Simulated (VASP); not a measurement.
# TiC (Cmcm) in VASP: notebook

TiC is run at these levels: PBE; tasks: single point.

Program: VASP 6.6.1. These are calculated values, not measurements. Logs are shortened: lines on timing, memory, paths and dates and some standing lists are left out, and cuts for length are marked.

### Step 1. The cell of the first run

The structure is orthorhombic, space group Cmcm (No. 63). The conventional cell has a = 4.333 Å, b = 4.333 Å, c = 4.333 Å, α = 90.00°, β = 90.00°, γ = 90.00°. Within 2.5 Å of Ti (site symmetry m2m) lie 6 C at 1.92 to 2.42 Å. Within 2.5 Å of C (site symmetry m2m) lie 6 Ti at 1.92 to 2.42 Å.

### Step 2. Single point, PBE (atoms displaced along a vibrational mode)

Input file INCAR:

```
SYSTEM = TiC
  PREC = Accurate
  ENCUT = 520
  EDIFF = 1E-6
  ISMEAR = 0
  SIGMA = 0.15
  LREAL = .FALSE.
  LASPH = .TRUE.
  NELM = 100
  ALGO = Normal
  ISIF = 2
  LWAVE = .FALSE.
  LCHARG = .FALSE.
  GGA = PE
  NBANDS = 24
```

Input file KPOINTS:

```
Automatic mesh
0
G
  20 20 14
  0 0 0
```

Input file POSCAR:

```
TiC
1.0
    0.0000000000     -2.1664615256     -2.1664615256
    0.0000000000      2.1664615256     -2.1664615256
    4.3329230512      0.0000000000      0.0000000000
Ti C
2 2
Direct
    0.4307626753      0.5692373247      0.5000000000
    1.0692373247      0.9307626753      0.0000000000
    0.5115015804      0.4884984196      0.0000000000
   -0.0115015804      0.0115015804      0.5000000000
```

Potentials or basis: VASP PAW PBE potentials, release 64 (Ti_sv, C).

Launch:

```bash
$ cat potpaw_PBE.64/Ti_sv/POTCAR potpaw_PBE.64/C/POTCAR > POTCAR
$ mpirun -np 1 vasp_std > vasp.out
```

OUTCAR:

```text
SYSTEM = TiC
   PREC = Accurate
   ENCUT = 520
   EDIFF = 1E-6
   ISMEAR = 0
   LREAL = .FALSE.
   LASPH = .TRUE.
   NELM = 100
   ISIF = 2
   GGA = PE

 ion  position               nearest neighbor table
   1  0.431  0.569  0.500-   4 1.92   4 2.18   4 2.18   3 2.19   3 2.19   4 2.42   2 2.67   2 2.67

   2  0.069  0.931  0.000-   3 1.92   3 2.18   3 2.18   4 2.19   4 2.19   3 2.42   1 2.67   1 2.67

   3  0.512  0.488  0.000-   2 1.92   2 2.18   2 2.18   1 2.19   1 2.19   2 2.42
   4  0.988  0.012  0.500-   1 1.92   1 2.18   1 2.18   2 2.19   2 2.19   1 2.42

  LATTYP: Found a simple tetragonal cell.
 ALAT       =     3.0638392719
 C/A-ratio  =     1.4142135624

  Lattice vectors:

 A1 = (   0.0000000000,  -2.1664615256,  -2.1664615256)
 A2 = (   0.0000000000,   2.1664615256,  -2.1664615256)
 A3 = (   4.3329230512,   0.0000000000,   0.0000000000)

Analysis of symmetry for initial positions (statically):
=====================================================================
 Subroutine PRICEL returns:
 Original cell was already a primitive cell.

 Routine SETGRP: Setting up the symmetry group for a
 simple tetragonal supercell.

 Subroutine GETGRP returns: Found  8 space group operations
 (whereof  4 operations were pure point group operations)
 out of a pool of 16 trial point group operations.

The static configuration has the point symmetry C_2v.
 The point group associated with its full space group is D_2h.

Analysis of symmetry for dynamics (positions and initial velocities):
=====================================================================
 Subroutine PRICEL returns:
 Original cell was already a primitive cell.

 Routine SETGRP: Setting up the symmetry group for a
 simple tetragonal supercell.

 Subroutine GETGRP returns: Found  8 space group operations
 (whereof  4 operations were pure point group operations)
 out of a pool of 16 trial point group operations.

The dynamic configuration has the point symmetry C_2v.
 The point group associated with its full space group is D_2h.

 Subroutine INISYM returns: Found  8 space group operations
 (whereof  4 operations are pure point group operations),
 and found     1 'primitive' translations

----------------------------------------------------------------------------------------

                                     Primitive cell

  volume of cell :      40.6736

  direct lattice vectors                    reciprocal lattice vectors
[... 91 lines left out ...]
   EDIFF  = 0.1E-05   stopping-criterion for ELM
   LREAL  =      F    real-space projection
   EDIFFG = 0.1E-04   stopping-criterion for IOM
   NSW    =      0    number of steps for IOM
   IBRION =     -1    ionic relax: 0-MD 1-quasi-New 2-CG
   NFREE  =      0    steps in history (QN), initial steepest desc. (CG)
   ISIF   =      2    stress and relaxation
   ISYM   =      2    0-nonsym 1-usesym 2-fastsym
   POTIM  = 0.5000    time-step for ionic-motion
   TEBEG  =    0.0;   TEEND  =   0.0 temperature during run
   PSTRESS=    0.0 pullay stress
   NELECT =      32.0000    total number of electrons
   NUPDOWN=      -1.0000    fix difference up-down
   EMIN   =  10.00;   EMAX   =-10.00  energy-range for DOS
   EFERMI =   0.00;   METHOD = LEGACY
   ISMEAR =     0;   SIGMA  =   0.15  broadening in eV -4-tet -1-fermi 0-gaus
   EFERMI_NEDOS =   21; number of points for ismear=-14 and -15
   IALGO  =     38    algorithm
   IMIX   =      4    mixing-type and parameters
     AMIX     =   0.40;   BMIX     =  1.00
     AMIX_MAG =   1.60;   BMIX_MAG =  1.00
  volume/ion in A,a.u.               =      10.17        68.62
  Fermi-wavevector in a.u.,A,eV,Ry     =   1.511311  2.855964 31.076536  2.284061
  Thomas-Fermi vector in A             =   2.621385
   LORBIT       =      0    0 simple, 1 ext, 2 COOP (PROOUT), +10 PAW based schemes
   GGA     = PE    functional components
   LHFCALC =     F    Hartree Fock is set to
   AEXX    =    0.0000 exact exchange contribution
   IVDW    =     0    specifies the selected vdW correction
   LEPSILON=     F    determine dielectric tensor
   LRPA    =     F    only Hartree local field effects (RPA)
 non-spin polarized calculation
 Gauss-broadening in eV      SIGMA  =   0.15
  energy-cutoff  :      520.00
  volume of cell :       40.67
 maximum number of plane-waves:      1136
   NGX = 11   NGY = 11   NGZ = 17

 number of electron      32.0000002 magnetization

 Free energy of the ion-electron system (eV)
  ---------------------------------------------------
  ext. energy  EPLUGINS =         0.00000000
  ---------------------------------------------------
  free energy    TOTEN  =       -36.02105414 eV

  energy without entropy =      -36.01319742  energy(sigma->0) =      -36.01712578

 E-fermi :   9.3022     XC(G=0): -12.6476

 val. band max:        9.2991477729   @ k =   0.1000   0.0000   0.1429
 cond. band min:       9.3082070523   @ k =  -0.4000   0.4500   0.0714
 fundamental gap:      0.0090592794
 Fermi energy:         9.3022280336

 k-point     1 :       0.0000    0.0000    0.0000
  band No.  band energies     occupation
      1     -47.1689      2.00000
      2     -47.0123      2.00000
      3     -23.7707      2.00000
      4     -23.3717      2.00000
      5     -23.2862      2.00000
      6     -23.2088      2.00000
[... 637 lines left out ...]
     23      15.1021      0.00000
     24      15.1589      0.00000

 [... further k-points ...]

------------------------ aborting loop because EDIFF is reached ----------------------------------------

  FORCE on cell =-STRESS in cart. coord.  units (eV):
  Direction    XX          YY          ZZ          XY          YZ          ZX
  --------------------------------------------------------------------------------------
  -------------------------------------------------------------------------------------
  Total        4.8658468      6.0455066     -0.9365695      0.0000000      0.0000000      0.0000000
  in kB      191.6708566    238.1389031    -36.8924651      0.0000000      0.0000000      0.0000000
  external PRESSURE =     130.9724315 kB  Pullay stress =       0.0000000 kB

 VOLUME and BASIS-vectors are now :
 -----------------------------------------------------------------------------
  energy-cutoff  :      520.00
  volume of cell :       40.67
      direct lattice vectors                 reciprocal lattice vectors
     0.000000000 -2.166461526 -2.166461526     0.000000000 -0.230791082 -0.230791082
     0.000000000  2.166461526 -2.166461526     0.000000000  0.230791082 -0.230791082
     4.332923051  0.000000000  0.000000000     0.230791082  0.000000000  0.000000000

 POSITION                                       TOTAL-FORCE (eV/Angst)
 -----------------------------------------------------------------------------------
      2.16646      0.30000     -2.16646         0.000000     -5.073042      0.000000
      0.00000      1.86646     -2.16646         0.000000      5.073042      0.000000
      0.00000     -0.04984     -2.16646         0.000000     -1.004468      0.000000
      2.16646     -2.11663     -2.16646         0.000000      1.004468      0.000000
 -----------------------------------------------------------------------------------
    total drift:                                0.000000     -0.000000     -0.000000

  FREE ENERGIE OF THE ION-ELECTRON SYSTEM (eV)
  ---------------------------------------------------
  free  energy   TOTEN  =       -36.0210541422 eV

  energy  without entropy=      -36.0131974189  energy(sigma->0) =      -36.01712578
```

OSZICAR:

```text
N       E                     dE             d eps       ncg     rms          rms(c)
DAV:   1     0.343771883406E+03    0.34377E+03   -0.14843E+04 42672   0.160E+03
DAV:   2    -0.348595353418E+01   -0.34726E+03   -0.32927E+03 44800   0.470E+02
DAV:   3    -0.446647629205E+02   -0.41179E+02   -0.39934E+02 70464   0.137E+02
DAV:   4    -0.468555841527E+02   -0.21908E+01   -0.21862E+01 54320   0.304E+01
DAV:   5    -0.469411070703E+02   -0.85523E-01   -0.85517E-01 61616   0.543E+00    0.268E+01
DAV:   6    -0.373286622278E+02    0.96124E+01   -0.60461E+01 54168   0.712E+01    0.101E+01
DAV:   7    -0.360694777861E+02    0.12592E+01   -0.11560E+01 53608   0.308E+01    0.758E+00
DAV:   8    -0.360042385526E+02    0.65239E-01   -0.69130E-01 54464   0.713E+00    0.359E+00
DAV:   9    -0.360246299566E+02   -0.20391E-01   -0.25946E-01 55768   0.391E+00    0.106E+00
DAV:  10    -0.360268524069E+02   -0.22225E-02   -0.99917E-02 55464   0.338E+00    0.503E-01
DAV:  11    -0.360210816911E+02    0.57707E-02   -0.20483E-02 58344   0.126E+00    0.859E-02
DAV:  12    -0.360210768304E+02    0.48607E-05   -0.79989E-04 52864   0.259E-01    0.296E-02
DAV:  13    -0.360210606671E+02    0.16163E-04   -0.52546E-05 61456   0.550E-02    0.157E-02
DAV:  14    -0.360210541297E+02    0.65374E-05   -0.13347E-05 51760   0.290E-02    0.438E-03
DAV:  15    -0.360210541422E+02   -0.12495E-07   -0.50586E-07 31880   0.721E-03
   1 F= -.36021054E+02 E0= -.36017126E+02  d E =-.785672E-02
```

stdout:

```text
POSCAR found type information on POSCAR TiC
 POSCAR found :  2 types and       4 ions
 scaLAPACK will be used
 LDA part: xc-table for (Slater+PW92), standard interpolation
 POSCAR, INCAR and KPOINTS ok, starting setup
 FFT: planning ... GRIDC
 FFT: planning ... GRID_SOFT
 FFT: planning ... GRID
 WAVECAR not read
 entering main loop
```

Run time: 11 min. Hardware: 1 thread of AMD EPYC 7R13 (Zen 3), shared host; peak memory 0.73 GiB.

Results:

* Free energy: -36.0211 eV
* Pressure: 13.1 GPa
* Largest force: 5.073 eV/Å
* Band gap on the k mesh: zero (bands 16 and 17 overlap by 0.92 eV)

Forces on the atoms (eV/Å):
```
Ti   0.000 -5.073  0.000
Ti   0.000  5.073  0.000
C    0.000 -1.004  0.000
C    0.000  1.004  0.000
```

Caveat: the cell differs from its parent crystal (atoms displaced along a vibrational mode); the stress differs along the axes, from -4 to 24 GPa; forces of over 1 eV/Å act on the atoms, so gaps and moduli don't describe the material at rest.

### Step 3. Single point, PBE (atoms displaced along a vibrational mode)

Input file INCAR:

```
SYSTEM = TiC
PREC = Accurate
ENCUT = 520
EDIFF = 1E-7
ISMEAR = 0
SIGMA = 0.15
LREAL = .False.
LASPH = .True.
NELM = 80
ALGO = Normal
ISIF = 2
LWAVE = .False.
LCHARG = .False.
GGA = PE
NBANDS = 24
```

Input file KPOINTS:

```
regular mesh
0
Gamma
  20 20 14
  0 0 0
```

Input file POSCAR:

```
TiC
1.0
    0.0000000000     -2.1664615256     -2.1664615256
    0.0000000000      2.1664615256     -2.1664615256
    4.3329230512      0.0000000000      0.0000000000
Ti C
2 2
Direct
    0.5519279935      0.4480720065      0.5000000000
    0.9480720065      1.0519279935      0.0000000000
    0.4913738147      0.5086261853      0.0000000000
    0.0086261853     -0.0086261853      0.5000000000
```

Potentials or basis: VASP PAW PBE potentials, release 64 (Ti_sv, C).

Launch:

```bash
$ cat potpaw_PBE.64/Ti_sv/POTCAR potpaw_PBE.64/C/POTCAR > POTCAR
$ mpirun -np 1 vasp_std > vasp.out
```

OUTCAR:

```text
SYSTEM = TiC
   PREC = Accurate
   ENCUT = 520
   EDIFF = 1E-7
   ISMEAR = 0
   LREAL = .False.
   LASPH = .True.
   NELM = 80
   ISIF = 2
   GGA = PE

 ion  position               nearest neighbor table
   1  0.552  0.448  0.500-   4 1.98   4 2.17   4 2.17   3 2.18   3 2.18   4 2.35   2 2.76   2 2.76

   2  0.948  0.052  0.000-   3 1.98   3 2.17   3 2.17   4 2.18   4 2.18   3 2.35   1 2.76   1 2.76

   3  0.491  0.509  0.000-   2 1.98   2 2.17   2 2.17   1 2.18   1 2.18   2 2.35
   4  0.009  0.991  0.500-   1 1.98   1 2.17   1 2.17   2 2.18   2 2.18   1 2.35

  LATTYP: Found a simple tetragonal cell.
 ALAT       =     3.0638392719
[... 850 lines left out ...]
  -------------------------------------------------------------------------------------
  Total        2.9525887      3.3227245     -0.5938688      0.0000000      0.0000000      0.0000000
  in kB      116.3055949    130.8856361    -23.3931188      0.0000000      0.0000000      0.0000000
  external PRESSURE =      74.5993707 kB  Pullay stress =       0.0000000 kB

 VOLUME and BASIS-vectors are now :
 -----------------------------------------------------------------------------
  energy-cutoff  :      520.00
  volume of cell :       40.67
      direct lattice vectors                 reciprocal lattice vectors
     0.000000000 -2.166461526 -2.166461526     0.000000000 -0.230791082 -0.230791082
     0.000000000  2.166461526 -2.166461526     0.000000000  0.230791082 -0.230791082
     4.332923051  0.000000000  0.000000000     0.230791082  0.000000000  0.000000000

 POSITION                                       TOTAL-FORCE (eV/Angst)
 -----------------------------------------------------------------------------------
      2.16646     -0.22500     -2.16646         0.000000      3.612696      0.000000
      0.00000     -1.94146     -2.16646         0.000000     -3.612696      0.000000
      0.00000      0.03738     -2.16646         0.000000      0.433188      0.000000
      2.16646      2.12908     -2.16646         0.000000     -0.433188      0.000000
 -----------------------------------------------------------------------------------
    total drift:                                0.000000     -0.000000      0.000000

  FREE ENERGIE OF THE ION-ELECTRON SYSTEM (eV)
  ---------------------------------------------------
  free  energy   TOTEN  =       -36.6531065077 eV

  energy  without entropy=      -36.6464770563  energy(sigma->0) =      -36.64979178
```

OSZICAR:

```text
N       E                     dE             d eps       ncg     rms          rms(c)
DAV:   1     0.342542398537E+03    0.34254E+03   -0.14895E+04 42672   0.161E+03
DAV:   2    -0.530509025910E+01   -0.34785E+03   -0.32999E+03 44720   0.471E+02
DAV:   3    -0.454909668826E+02   -0.40186E+02   -0.38946E+02 70272   0.136E+02
DAV:   4    -0.476318556953E+02   -0.21409E+01   -0.21364E+01 54672   0.299E+01
DAV:   5    -0.477125624406E+02   -0.80707E-01   -0.80702E-01 61392   0.529E+00    0.263E+01
DAV:   6    -0.378591675386E+02    0.98534E+01   -0.60535E+01 53744   0.709E+01    0.983E+00
DAV:   7    -0.367063152547E+02    0.11529E+01   -0.11180E+01 52344   0.301E+01    0.736E+00
DAV:   8    -0.366526147496E+02    0.53701E-01   -0.59286E-01 53280   0.613E+00    0.427E+00
DAV:   9    -0.366613525432E+02   -0.87378E-02   -0.35639E-01 54096   0.517E+00    0.117E+00
DAV:  10    -0.366568053746E+02    0.45472E-02   -0.10910E-01 54128   0.341E+00    0.401E-01
DAV:  11    -0.366531565525E+02    0.36488E-02   -0.14558E-02 63848   0.946E-01    0.101E-01
DAV:  12    -0.366531386254E+02    0.17927E-04   -0.81434E-04 49792   0.251E-01    0.264E-02
DAV:  13    -0.366531114826E+02    0.27143E-04   -0.59349E-05 58976   0.886E-02    0.222E-02
DAV:  14    -0.366531082303E+02    0.32524E-05   -0.12250E-05 53744   0.345E-02    0.838E-03
DAV:  15    -0.366531064224E+02    0.18079E-05   -0.39244E-06 57696   0.193E-02    0.246E-03
DAV:  16    -0.366531065077E+02   -0.85322E-07   -0.31155E-07 42144   0.558E-03
   1 F= -.36653107E+02 E0= -.36649792E+02  d E =-.662945E-02
```

Wall time 11 min (1 thread of AMD EPYC 7R13 (Zen 3), shared host); peak memory 0.73 GiB.

What came out:

```
Free energy            : -36.6531 eV
Pressure               : 7.5 GPa
Largest force          : 3.613 eV/Å
Band gap on the k mesh : zero (bands 16 and 17 overlap by 1.13 eV)
```

Forces on the atoms (eV/Å):
```
Ti   0.000  3.613  0.000
Ti   0.000 -3.613  0.000
C    0.000  0.433  0.000
C    0.000 -0.433  0.000
```

Caveat: the cell differs from its parent crystal (atoms displaced along a vibrational mode); the stress differs along the axes, from -2 to 13 GPa; forces of over 1 eV/Å act on the atoms, so gaps and moduli don't describe the material at rest.
